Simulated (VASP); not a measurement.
# Cd (Pm-3m) in VASP: notebook

Runs on Cd. Level: RPBE. Tasks: single point, relaxation of cell and atoms.

All numbers are computed with VASP 6.6.1; they aren't measurements. Logs are shortened: lines on timing, memory, paths and dates and some standing lists are left out, and cuts for length are marked.

### Step 1. The cell of the first run

The structure is cubic, space group Pm-3m (No. 221). Conventional cell: a = 3.067 Å, b = 3.067 Å, c = 3.067 Å, α = 90.00°, β = 90.00°, γ = 90.00°. Within 4.0 Å of Cd (site symmetry m-3m) lie 6 Cd at 3.07 Å.

### Step 2. Single point, RPBE

INCAR

```
SYSTEM = Cd
  PREC = Accurate
  ENCUT = 520
  EDIFF = 1E-6
  ISMEAR = -1
  SIGMA = 0.1
  LREAL = .False.
  LASPH = .True.
  NELM = 100
  ALGO = Normal
  ISIF = 2
  LWAVE = .False.
  LCHARG = .False.
  GGA = RP
  NBANDS = 12
```

KPOINTS

```
Automatic mesh
0
Gamma
  17 17 17
  0 0 0
```

POSCAR

```
Cd
1.0
    3.0668510022      0.0000000000      0.0000000000
    0.0000000000      3.0668510022      0.0000000000
    0.0000000000      0.0000000000      3.0668510022
Cd
1
Direct
    0.0000000000      0.0000000000      0.0000000000
```

Potentials or basis: VASP PAW PBE potentials, release 64 (Cd).

Started as:

```sh
$ cat potpaw_PBE.64/Cd/POTCAR > POTCAR
$ mpirun -np 1 vasp_std > vasp.out
```

OUTCAR:

```text
SYSTEM = Cd
   PREC = Accurate
   ENCUT = 520
   EDIFF = 1E-6
   ISMEAR = -1
   LREAL = .False.
   LASPH = .True.
   NELM = 100
   ISIF = 2
   GGA = RP

 ion  position               nearest neighbor table
   1  0.000  0.000  0.000-

  LATTYP: Found a simple cubic cell.
 ALAT       =     3.0668510022

  Lattice vectors:

 A1 = (   3.0668510022,   0.0000000000,   0.0000000000)
 A2 = (   0.0000000000,   3.0668510022,   0.0000000000)
 A3 = (   0.0000000000,   0.0000000000,   3.0668510022)

Analysis of symmetry for initial positions (statically):
=====================================================================
 Subroutine PRICEL returns:
 Original cell was already a primitive cell.

 Routine SETGRP: Setting up the symmetry group for a
 simple cubic supercell.

 Subroutine GETGRP returns: Found 48 space group operations
 (whereof 48 operations were pure point group operations)
 out of a pool of 48 trial point group operations.

The static configuration has the point symmetry O_h .

Analysis of symmetry for dynamics (positions and initial velocities):
=====================================================================
 Subroutine PRICEL returns:
 Original cell was already a primitive cell.

 Routine SETGRP: Setting up the symmetry group for a
 simple cubic supercell.

 Subroutine GETGRP returns: Found 48 space group operations
 (whereof 48 operations were pure point group operations)
 out of a pool of 48 trial point group operations.

The dynamic configuration has the point symmetry O_h .

 Subroutine INISYM returns: Found 48 space group operations
 (whereof 48 operations are pure point group operations),
 and found     1 'primitive' translations

----------------------------------------------------------------------------------------

                                     Primitive cell

  volume of cell :      28.8455

  direct lattice vectors                    reciprocal lattice vectors
     3.066851002  0.000000000  0.000000000     0.326067357  0.000000000  0.000000000
     0.000000000  3.066851002  0.000000000     0.000000000  0.326067357  0.000000000
     0.000000000  0.000000000  3.066851002     0.000000000  0.000000000  0.326067357

  length of vectors
     3.066851002  3.066851002  3.066851002     0.326067357  0.326067357  0.326067357

  position of ions in fractional coordinates (direct lattice)
     0.000000000  0.000000000  0.000000000

  ion indices of the primitive-cell ions
   primitive index   ion index
                 1           1

----------------------------------------------------------------------------------------

 KPOINTS: Automatic mesh

Automatic generation of k-mesh.
 Grid dimensions read from file:
 generate k-points for:   17   17   17

 Generating k-lattice:

  Cartesian coordinates                     Fractional coordinates (reciprocal lattice)
     0.019180433  0.000000000  0.000000000     0.058823529  0.000000000  0.000000000
     0.000000000  0.019180433  0.000000000     0.000000000  0.058823529  0.000000000
     0.000000000  0.000000000  0.019180433     0.000000000  0.000000000  0.058823529

  Length of vectors
     0.019180433  0.019180433  0.019180433

  Shift w.r.t. Gamma in fractional coordinates (k-lattice)
     0.000000000  0.000000000  0.000000000

 Subroutine IBZKPT returns following result:
 ===========================================

 Found    165 irreducible k-points:

 Following reciprocal coordinates:
            Coordinates               Weight
  0.000000  0.000000  0.000000      1.000000
  0.058824  0.000000  0.000000      6.000000
  0.117647  0.000000  0.000000      6.000000
  0.176471  0.000000  0.000000      6.000000
  0.235294  0.000000  0.000000      6.000000
  0.294118  0.000000  0.000000      6.000000
[... 16 lines left out ...]
  0.411765  0.117647  0.000000     24.000000
  0.470588  0.117647  0.000000     24.000000
 [... further k-points ...]
   k-points           NKPTS =    165   k-points in BZ     NKDIM =    165   number of bands    NBANDS=     12
   number of dos      NEDOS =    301   number of ions     NIONS =      1
   total plane-waves  NPLWV =  13824
   dimension x,y,z NGX =    24 NGY =   24 NGZ =   24
   dimension x,y,z NGXF=    48 NGYF=   48 NGZF=   48
   ions per type =               1
   NGX,Y,Z   is equivalent  to a cutoff of  13.01, 13.01, 13.01 a.u.
   NGXF,Y,Z  is equivalent  to a cutoff of  26.02, 26.02, 26.02 a.u.
 SYSTEM =  Cd
   PREC   = accura    normal or accurate (medium, high low for compatibility)
   ISTART =      0    job   : 0-new  1-cont  2-samecut
   ICHARG =      2    charge: 1-file 2-atom 10-const
   ISPIN  =      1    spin polarized calculation?
   LNONCOLLINEAR =      F non collinear calculations
   LSORBIT =      F    spin-orbit coupling
   LASPH  =      T    aspherical Exc in radial PAW
   ENCUT  =  520.0 eV  38.22 Ry    6.18 a.u.   5.70  5.70  5.70*2*pi/ulx,y,z
   NELM   =    100;   NELMIN=  2; NELMDL= -5     # of ELM steps
   EDIFF  = 0.1E-05   stopping-criterion for ELM
   LREAL  =      F    real-space projection
   EDIFFG = 0.1E-04   stopping-criterion for IOM
   NSW    =      0    number of steps for IOM
   IBRION =     -1    ionic relax: 0-MD 1-quasi-New 2-CG
   NFREE  =      0    steps in history (QN), initial steepest desc. (CG)
   ISIF   =      2    stress and relaxation
   ISYM   =      2    0-nonsym 1-usesym 2-fastsym
   POTIM  = 0.5000    time-step for ionic-motion
   TEBEG  =    0.0;   TEEND  =   0.0 temperature during run
   PSTRESS=    0.0 pullay stress
   NELECT =      12.0000    total number of electrons
   NUPDOWN=      -1.0000    fix difference up-down
   EMIN   =  10.00;   EMAX   =-10.00  energy-range for DOS
   EFERMI =   0.00;   METHOD = LEGACY
   ISMEAR =    -1;   SIGMA  =   0.10  broadening in eV -4-tet -1-fermi 0-gaus
   EFERMI_NEDOS =   21; number of points for ismear=-14 and -15
   IALGO  =     38    algorithm
   IMIX   =      4    mixing-type and parameters
     AMIX     =   0.40;   BMIX     =  1.00
     AMIX_MAG =   1.60;   BMIX_MAG =  1.00
  volume/ion in A,a.u.               =      28.85       194.66
  Fermi-wavevector in a.u.,A,eV,Ry     =   1.222107  2.309447 20.320921  1.493546
  Thomas-Fermi vector in A             =   2.357266
   LORBIT       =      0    0 simple, 1 ext, 2 COOP (PROOUT), +10 PAW based schemes
   GGA     = RP    functional components
   LHFCALC =     F    Hartree Fock is set to
   AEXX    =    0.0000 exact exchange contribution
   IVDW    =     0    specifies the selected vdW correction
   LEPSILON=     F    determine dielectric tensor
   LRPA    =     F    only Hartree local field effects (RPA)
 non-spin polarized calculation
  energy-cutoff  :      520.00
  volume of cell :       28.85
 maximum number of plane-waves:       800
 NGX is ok and might be reduce to    24
   NGX = 11   NGY = 11   NGZ = 11

 number of electron      11.9999987 magnetization

 Free energy of the ion-electron system (eV)
  ---------------------------------------------------
  ext. energy  EPLUGINS =         0.00000000
  ---------------------------------------------------
  free energy    TOTEN  =        -0.26656903 eV

  energy without entropy =       -0.25278009  energy(sigma->0) =       -0.25967456

 E-fermi :   1.2254     XC(G=0):  -9.3570

 val. band max:        1.1426511492   @ k =   0.4118   0.1176   0.0588
 cond. band min:       1.2292439869   @ k =   0.4706   0.2941   0.0000
 fundamental gap:      0.0865928378
 Fermi energy:         1.2253805948

 k-point     1 :       0.0000    0.0000    0.0000
  band No.  band energies     occupation
      1      -8.0786      2.00000
      2      -8.0786      2.00000
      3      -6.9674      2.00000
      4      -6.9674      2.00000
      5      -6.9674      2.00000
      6      -5.7771      2.00000
      7      10.5658      0.00000
      8      10.5658      0.00000
      9      10.5658      0.00000
     10      13.8134      0.00000
     11      13.8134      0.00000
     12      14.4759      0.00000

 k-point     2 :       0.0588    0.0000    0.0000
  band No.  band energies     occupation
      1      -8.0756      2.00000
      2      -8.0553      2.00000
      3      -6.9788      2.00000
      4      -6.9788      2.00000
      5      -6.9664      2.00000
      6      -5.7175      2.00000
      7       9.7381      0.00000
      8      10.6394      0.00000
      9      10.6394      0.00000
     10      13.8410      0.00000
     11      14.1646      0.00000
     12      15.0647      0.00000

 k-point     3 :       0.1176    0.0000    0.0000
  band No.  band energies     occupation
      1      -8.0668      2.00000
      2      -7.9902      2.00000
      3      -7.0114      2.00000
      4      -7.0114      2.00000
      5      -6.9637      2.00000
      6      -5.5358      2.00000
      7       8.2187      0.00000
      8      10.8574      0.00000
      9      10.8574      0.00000
     10      13.9242      0.00000
     11      14.3260      0.00000
     12      16.7570      0.00000
[... 286 lines left out ...]
 k-point    23 :       0.4118    0.1176    0.0000
  band No.  band energies     occupation
      1      -7.9309      2.00000
      2      -7.4596      2.00000
      3      -7.3538      2.00000
      4      -7.2632      2.00000
      5      -6.9821      2.00000
      6      -2.4080      2.00000
      7       1.0805      1.61953
      8      11.0517      0.00000
      9      13.8294      0.00000
     10      14.1275      0.00000
     11      15.4504      0.00000
     12      18.6396      0.00000

 k-point    24 :       0.4706    0.1176    0.0000
  band No.  band energies     occupation
      1      -7.9244      2.00000
      2      -7.4243      2.00000
      3      -7.3767      2.00000
      4      -7.2839      2.00000
      5      -6.9800      2.00000
      6      -1.5406      2.00000
      7      -0.0181      1.99999
      8      11.6755      0.00000
      9      13.3467      0.00000
     10      14.2781      0.00000
     11      15.6658      0.00000
     12      18.0198      0.00000

 [... further k-points ...]
[... 5 lines left out ...]
  --------------------------------------------------------------------------------------
  -------------------------------------------------------------------------------------
  Total        0.0462664      0.0462664      0.0462664      0.0000000      0.0000000     -0.0000000
  in kB        2.5697953      2.5697953      2.5697953      0.0000000      0.0000000     -0.0000000
  external PRESSURE =       2.5697953 kB  Pullay stress =       0.0000000 kB

 VOLUME and BASIS-vectors are now :
 -----------------------------------------------------------------------------
  energy-cutoff  :      520.00
  volume of cell :       28.85
      direct lattice vectors                 reciprocal lattice vectors
     3.066851002  0.000000000  0.000000000     0.326067357  0.000000000  0.000000000
     0.000000000  3.066851002  0.000000000     0.000000000  0.326067357  0.000000000
     0.000000000  0.000000000  3.066851002     0.000000000  0.000000000  0.326067357

 POSITION                                       TOTAL-FORCE (eV/Angst)
 -----------------------------------------------------------------------------------
      0.00000      0.00000      0.00000         0.000000      0.000000      0.000000
 -----------------------------------------------------------------------------------
    total drift:                                0.000000      0.000000      0.000000

  FREE ENERGIE OF THE ION-ELECTRON SYSTEM (eV)
  ---------------------------------------------------
  free  energy   TOTEN  =        -0.2665690309 eV

  energy  without entropy=       -0.2527800897  energy(sigma->0) =       -0.25967456
```

Wall time 20 s (1 thread of Intel Xeon Platinum 8259CL at 2.50GHz (Skylake/Cascade Lake), shared host); peak memory 0.18 GiB.

What came out:

| Quantity | Value |
| --- | --- |
| Free energy | -0.2666 eV |
| Pressure | 0.3 GPa |
| Band gap on the k mesh | zero (band 6 reaches 4.99 eV, above the bottom of band 7 at -0.28 eV) |

Caveat: the PAW data sets were made with another functional, which shifts forces and pressure a little.

### Step 3. Single point, RPBE

INCAR

```
PREC = Accurate ; ENCUT = 500
EDIFF = 1E-6 ; ISMEAR = -1
SIGMA = 0.1 ; LREAL = False
LASPH = True ; NELM = 120
ALGO = Normal ; ISIF = 2
LWAVE = False ; LCHARG = False
GGA = RP ; NBANDS = 12
GGA_COMPAT = False
```

KPOINTS

```
Automatic mesh
0
Gamma
  11 11 11
```

POSCAR is that of step 2.

Potentials or basis: VASP PAW PBE potentials, release 64 (Cd).

Started as:

```sh
$ cat potpaw_PBE.64/Cd/POTCAR > POTCAR
$ mpirun -np 1 vasp_std > vasp.out
```

OUTCAR:

```text
PREC = Accurate
   ENCUT = 500
   EDIFF = 1E-6
   ISMEAR = -1
   LREAL = False
   LASPH = True
   NELM = 120
   ISIF = 2
   GGA = RP

 ion  position               nearest neighbor table
   1  0.000  0.000  0.000-

  LATTYP: Found a simple cubic cell.
 ALAT       =     3.0668510022

  Lattice vectors:

 A1 = (   3.0668510022,   0.0000000000,   0.0000000000)
 A2 = (   0.0000000000,   3.0668510022,   0.0000000000)
[... 528 lines left out ...]
      1      -7.9446      2.00000
      2      -7.6623      2.00000
      3      -7.2131      2.00000
      4      -7.1911      2.00000
      5      -7.0086      2.00000
      6      -4.1404      2.00000
      7       4.3655      0.00000
      8      10.3429      0.00000
      9      10.5127      0.00000
     10      16.1266      0.00000
     11      16.4753      0.00000
     12      18.5062      0.00000

 [... further k-points ...]
[... 5 lines left out ...]
  --------------------------------------------------------------------------------------
  -------------------------------------------------------------------------------------
  Total        0.0263036      0.0263036      0.0263036      0.0000000      0.0000000      0.0000000
  in kB        1.4609935      1.4609935      1.4609935      0.0000000      0.0000000      0.0000000
  external PRESSURE =       1.4609935 kB  Pullay stress =       0.0000000 kB

 VOLUME and BASIS-vectors are now :
 -----------------------------------------------------------------------------
  energy-cutoff  :      500.00
  volume of cell :       28.85
      direct lattice vectors                 reciprocal lattice vectors
     3.066851002  0.000000000  0.000000000     0.326067357  0.000000000  0.000000000
     0.000000000  3.066851002  0.000000000     0.000000000  0.326067357  0.000000000
     0.000000000  0.000000000  3.066851002     0.000000000  0.000000000  0.326067357

 POSITION                                       TOTAL-FORCE (eV/Angst)
 -----------------------------------------------------------------------------------
      0.00000      0.00000      0.00000         0.000000      0.000000      0.000000
 -----------------------------------------------------------------------------------
    total drift:                               -0.000000      0.000000     -0.000000

  FREE ENERGIE OF THE ION-ELECTRON SYSTEM (eV)
  ---------------------------------------------------
  free  energy   TOTEN  =        -0.2693023314 eV

  energy  without entropy=       -0.2526960747  energy(sigma->0) =       -0.26099920
```

OSZICAR:

```text
N       E                     dE             d eps       ncg     rms          rms(c)
DAV:   1     0.680706582438E+02    0.68071E+02   -0.65114E+03  1416   0.912E+02
DAV:   2     0.104722459190E+01   -0.67023E+02   -0.64460E+02  1500   0.228E+02
DAV:   3    -0.281646675365E+00   -0.13289E+01   -0.13283E+01  1588   0.358E+01
DAV:   4    -0.283563280423E+00   -0.19166E-02   -0.19166E-02  1496   0.136E+00
DAV:   5    -0.283569267733E+00   -0.59873E-05   -0.59873E-05  1580   0.717E-02    0.174E+00
DAV:   6    -0.267913796685E+00    0.15655E-01   -0.49753E-02  1608   0.255E+00    0.148E+00
DAV:   7    -0.268491015580E+00   -0.57722E-03   -0.69917E-03  1496   0.779E-01    0.721E-01
DAV:   8    -0.269220744545E+00   -0.72973E-03   -0.13959E-03  1404   0.437E-01    0.506E-02
DAV:   9    -0.269299617704E+00   -0.78873E-04   -0.73169E-05  1480   0.743E-02    0.577E-03
DAV:  10    -0.269302273407E+00   -0.26557E-05   -0.26673E-06  1524   0.145E-02    0.236E-03
DAV:  11    -0.269302331449E+00   -0.58042E-07   -0.46166E-07  1296   0.467E-03
   1 F= -.26930233E+00 E0= -.26099920E+00  d E =-.166063E-01
```

Run time: 23 s. Hardware: 1 thread of AMD EPYC 7R13, shared host; peak memory 0.11 GiB.

Results:

```yaml
Free_energy: -0.2693 eV
Pressure: 0.1 GPa
Band_gap_on_the_k_mesh: zero (band 6 reaches 4.46 eV, above the bottom of band 7 at -0.01 eV)
```

Caveat: the PAW data sets were made with another functional, which shifts forces and pressure a little.

### Step 4. Relaxation of cell and atoms, RPBE

This run uses another cell than the first one, of 23.31 Å³/atom, 0.808 times its volume.

INCAR

```
PREC = Accurate ; ENCUT = 500
EDIFF = 1E-7 ; ISMEAR = -1
SIGMA = 0.1 ; LREAL = False
LASPH = True ; NELM = 120
ALGO = Normal ; ISIF = 3
LWAVE = False ; LCHARG = False
GGA = RP ; IBRION = 2
NSW = 80 ; EDIFFG = -0.01
GGA_COMPAT = False ; NELMIN = 4
```

KPOINTS

```
regular mesh
0
Gamma
  11 11 11
```

POSCAR

```
Cd
1.0
    2.8566758760      0.0000000000      0.0000000000
    0.0000000000      2.8566758760      0.0000000000
    0.0000000000      0.0000000000      2.8566758760
Cd
1
Direct
    0.0000000000      0.0000000000      0.0000000000
```

Started as:

```sh
$ cat potpaw_PBE.64/Cd/POTCAR > POTCAR
$ mpirun -np 1 vasp_std > vasp.out
```

Run time: 66 s. Hardware: 1 thread of AMD EPYC 7R13, shared host; peak memory 0.12 GiB.

It converged, with:

```yaml
Free_energy: -0.2636 eV
Relaxed_volume: 28.52 Å³/atom
Relaxed_cell: a = 3.055 Å, b = 3.055 Å, c = 3.055 Å, α = 90.00°, β = 90.00°, γ = 90.00°
Space_group_after_relaxing_to_0.05_Å: Pm-3m (No. 221)
Energy_gained_by_relaxing: 123.2 meV/atom
Ionic_steps: 4
Pressure_after_relaxing: 0.0 GPa
Band_gap_on_the_k_mesh: zero (band 6 reaches 4.55 eV, above the bottom of band 7 at 0.02 eV)
```

The path:
| step | energy change (eV) | largest force (eV/Å) | pressure (GPa) | volume (Å³) |
| --- | --- | --- | --- | --- |
| 1 | 0.0000 | 0.0000 | 9.34 | 23.31 |
| 2 | -0.1229 | 0.0000 | 0.35 | 28.20 |
| 3 | -0.1232 | 0.0000 | -0.06 | 28.63 |
| 4 | -0.1232 | 0.0000 | 0.05 | 28.52 |

Final structure:
```cif
data_structure
_symmetry_space_group_name_H-M 'P 1'
_symmetry_Int_Tables_number 1
_cell_length_a 3.0552
_cell_length_b 3.0552
_cell_length_c 3.0552
_cell_angle_alpha 90.000
_cell_angle_beta 90.000
_cell_angle_gamma 90.000
_cell_volume 28.52
loop_
_atom_site_label
_atom_site_type_symbol
_atom_site_fract_x
_atom_site_fract_y
_atom_site_fract_z
_atom_site_occupancy
Cd1 Cd 0.00000 0.00000 0.00000 1
```

Levels at points of the mesh, in eV from the Fermi level:
```csv
k point,band 3,band 4,band 5,band 6,band 7,band 8,band 9,band 10
"(0.00, 0.00, 0.00)",-8.24,-8.24,-8.24,-7.11,9.37,9.37,9.37,12.64
```

Caveat: the volume moved by over 15 % at a fixed basis, so the end points are rough; the PAW data sets were made with another functional, which shifts forces and pressure a little.

### Step 5. Overview

| task | cell | k mesh | cutoff (eV) | gap on the mesh (eV) | pressure (GPa) |
| --- | --- | --- | --- | --- | --- |
| single point | a = 3.067 Å, 1 atom | 17 × 17 × 17 | 520 | none | 0.3 |
| single point | a = 3.067 Å, 1 atom | 11 × 11 × 11 | 500 | none | 0.1 |
| relaxation of cell and atoms | relaxed from a = 2.857 Å, 1 atom | 11 × 11 × 11 | 500 | none | 0.0 |

Alike in all rows: level RPBE; potentials or basis VASP PAW PBE potentials, release 64 (Cd); no spin polarisation; smearing fermi-dirac 0.1 eV.

Caveats: the PAW data sets were made with another functional, which shifts forces and pressure a little; the volume moved by over 15 % at a fixed basis, so the end points are rough (some runs).

Absolute energies hang on the potentials; compare differences alone.
